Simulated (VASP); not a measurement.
# CuAu (P4/mmm) in VASP: a series of runs, part 3 of 3

VASP 6.6.1. Earlier steps stand in the parts before.

## Step 5: Electric field gradients, PBEsol (14.67 Å³/atom)

This run uses another cell than the first one, of 14.67 Å³/atom.

INCAR

```
SYSTEM = CuAu
  PREC = Accurate
  ENCUT = 520
  EDIFF = 1E-8
  ISMEAR = -1
  SIGMA = 0.05
  LREAL = .False.
  LASPH = .True.
  NELM = 60
  ALGO = Normal
  ISIF = 2
  LWAVE = .False.
  LCHARG = .False.
  GGA = PS
  LEFG = .True.
  NBANDS = 18
```

KPOINTS

```
Automatic mesh
0
Gamma
  13 13 10
  0 0 0
```

POSCAR

```
CuAu
1.0
    2.8185435868      0.0000000000      0.0000000000
    0.0000000000      2.8185435868      0.0000000000
    0.0000000000      0.0000000000      3.6943053441
Cu Au
1 1
Direct
    0.5000000000      0.5000000000      0.5000000000
    0.0000000000      0.0000000000      0.0000000000
```

Potentials or basis: VASP PAW PBE potentials, release 64 (Cu, Au).

Launch:

```console
$ cat potpaw_PBE.64/Cu/POTCAR potpaw_PBE.64/Au/POTCAR > POTCAR
$ mpirun -np 1 vasp_std > vasp.out
```

OUTCAR:

```text
SYSTEM = CuAu
   PREC = Accurate
   ENCUT = 520
   EDIFF = 1E-8
   ISMEAR = -1
   LREAL = .False.
   LASPH = .True.
   NELM = 60
   ISIF = 2
   GGA = PS

 ion  position               nearest neighbor table
   1  0.500  0.500  0.500-   2 2.72   2 2.72   2 2.72   2 2.72   2 2.72   2 2.72   2 2.72   2 2.72

   2  0.000  0.000  0.000-   1 2.72   1 2.72   1 2.72   1 2.72   1 2.72   1 2.72   1 2.72   1 2.72

  LATTYP: Found a simple tetragonal cell.
 ALAT       =     2.8185435868
 C/A-ratio  =     1.3107142857

  Lattice vectors:

 A1 = (   2.8185435868,   0.0000000000,   0.0000000000)
 A2 = (   0.0000000000,   2.8185435868,   0.0000000000)
 A3 = (   0.0000000000,   0.0000000000,   3.6943053441)

Analysis of symmetry for initial positions (statically):
=====================================================================
 Subroutine PRICEL returns:
 Original cell was already a primitive cell.

 Routine SETGRP: Setting up the symmetry group for a
 simple tetragonal supercell.

 Subroutine GETGRP returns: Found 16 space group operations
 (whereof 16 operations were pure point group operations)
 out of a pool of 16 trial point group operations.

The static configuration has the point symmetry D_4h.

Analysis of symmetry for dynamics (positions and initial velocities):
=====================================================================
 Subroutine PRICEL returns:
 Original cell was already a primitive cell.

 Routine SETGRP: Setting up the symmetry group for a
 simple tetragonal supercell.

 Subroutine GETGRP returns: Found 16 space group operations
 (whereof 16 operations were pure point group operations)
[... 160 lines left out ...]
      2       1.8707      2.00000
      3       2.0374      2.00000
      4       4.4044      2.00000
      5       4.4044      2.00000
      6       5.4521      2.00000
[... 481 lines left out ...]
      5       4.5597      2.00000
      6       5.6846      2.00000
[... 10 lines left out ...]
     17      21.4341      0.00000
     18      21.6386      0.00000

 [... further k-points ...]

------------------------ aborting loop because EDIFF is reached ----------------------------------------

  FORCE on cell =-STRESS in cart. coord.  units (eV):
  Direction    XX          YY          ZZ          XY          YZ          ZX
  --------------------------------------------------------------------------------------
  -------------------------------------------------------------------------------------
  Total       -0.9463897     -0.9463897     -0.8294244      0.0000000     -0.0000000      0.0000000
  in kB      -51.6652200    -51.6652200    -45.2798638      0.0000000     -0.0000000      0.0000000
  external PRESSURE =     -49.5367679 kB  Pullay stress =       0.0000000 kB

 VOLUME and BASIS-vectors are now :
 -----------------------------------------------------------------------------
  energy-cutoff  :      520.00
  volume of cell :       29.35
      direct lattice vectors                 reciprocal lattice vectors
     2.818543587  0.000000000  0.000000000     0.354793165  0.000000000  0.000000000
     0.000000000  2.818543587  0.000000000     0.000000000  0.354793165  0.000000000
     0.000000000  0.000000000  3.694305344     0.000000000  0.000000000  0.270686883

 POSITION                                       TOTAL-FORCE (eV/Angst)
 -----------------------------------------------------------------------------------
      1.40927      1.40927      1.84715         0.000000      0.000000      0.000000
      0.00000      0.00000      0.00000         0.000000      0.000000      0.000000
 -----------------------------------------------------------------------------------
    total drift:                                0.000000      0.000000     -0.000000

  FREE ENERGIE OF THE ION-ELECTRON SYSTEM (eV)
  ---------------------------------------------------
  free  energy   TOTEN  =        -8.3441875934 eV

  energy  without entropy=       -8.3397832952  energy(sigma->0) =       -8.34198544

 Electric field gradients (V/A^2)
---------------------------------------------------------------------
 ion       V_xx      V_yy      V_zz      V_xy      V_xz      V_yz
---------------------------------------------------------------------
   1       6.664     6.664   -13.328     0.000     0.000    -0.000
   2     -37.624   -37.624    75.248     0.000     0.000     0.000
---------------------------------------------------------------------

 Electric field gradients after diagonalization (V/A^2)
 (convention: |V_zz| > |V_xx| > |V_yy|)
----------------------------------------------------------------------
 ion       V_xx      V_yy      V_zz     asymmetry (V_yy - V_xx)/ V_zz
----------------------------------------------------------------------
   1       6.664     6.664   -13.328       0.000
   2     -37.624   -37.624    75.248       0.000
----------------------------------------------------------------------

           NMR quadrupolar parameters

 Cq : quadrupolar parameter    Cq=e*Q*V_zz/h
 eta: asymmetry parameters     (V_yy - V_xx)/ V_zz
 Q  : nuclear electric quadrupole moment in mb (millibarn)
----------------------------------------------------------------------
 ion       Cq(MHz)       eta       Q (mb)
----------------------------------------------------------------------
   1      -0.032       0.000       1.000
   2       0.182       0.000       1.000
----------------------------------------------------------------------
```

It took 37 s on 1 thread of Intel Xeon Platinum 8488C (Sapphire Rapids), shared host; peak memory 0.22 GiB.

What came out:

```
Free energy                             : -8.3442 eV
Pressure                                : -5.0 GPa
Band gap on the k mesh                  : zero (bands 11 and 12 overlap by 6.30 eV)
Largest electric field gradient by atom : Cu -13.3; Au +75.2 V/Å²
```

Stress tensor (GPa, compression positive):
```
-5.17  0.00  0.00
 0.00 -5.17  0.00
 0.00  0.00 -4.53
```

Levels at points of the mesh, in eV from the Fermi level:
| k point | band 7 | band 8 | band 9 | band 10 | band 11 | band 12 | band 13 | band 14 | band 15 | band 16 |
| --- | --- | --- | --- | --- | --- | --- | --- | --- | --- | --- |
| (0.00, 0.00, 0.00) | -2.81 | -2.12 | -1.69 | -1.47 | -1.47 | 2.04 | 7.91 | 9.92 | 9.92 | 16.60 |
| (0.00, 0.00, 0.50) | -3.18 | -2.75 | -2.33 | -2.31 | -2.31 | -1.96 | 14.28 | 14.45 | 14.45 | 15.05 |

Electric field gradients, principal values (V/Å²):
| atom | least | middle | greatest (by size) |
| --- | --- | --- | --- |
| 1 Cu | 6.664 | 6.664 | -13.328 |
| 2 Au | -37.624 | -37.624 | 75.248 |

Caveat: the cell stands under tension; without QUAD_EFG the Cq values of the log hold for a quadrupole moment of 1 mb, not for the nuclei; the PAW data sets were made with another functional, which shifts forces and pressure a little; spin-orbit coupling is left out, which moves the levels of the heavy elements.

## Step 6: Summary

| cell | gap on the mesh (eV) | pressure (GPa) |
| --- | --- | --- |
| a = 2.800, b = 2.800, c = 3.707 Å, 2 atoms | none | -3.5 |
| a = 2.800, b = 2.800, c = 3.743 Å, 2 atoms | none | -4.9 |
| a = 2.819, b = 2.819, c = 3.694 Å, 2 atoms | none | -5.0 |

Alike in all rows: task electric field gradients; level PBEsol; potentials or basis VASP PAW PBE potentials, release 64 (Cu, Au); no spin polarisation; k mesh 13 × 13 × 10; cutoff (eV) 520; smearing fermi-dirac 0.05 eV.

Caveats: the cell stands under tension; the PAW data sets were made with another functional, which shifts forces and pressure a little; spin-orbit coupling is left out, which moves the levels of the heavy elements.

Absolute energies hang on the potentials; compare differences alone.
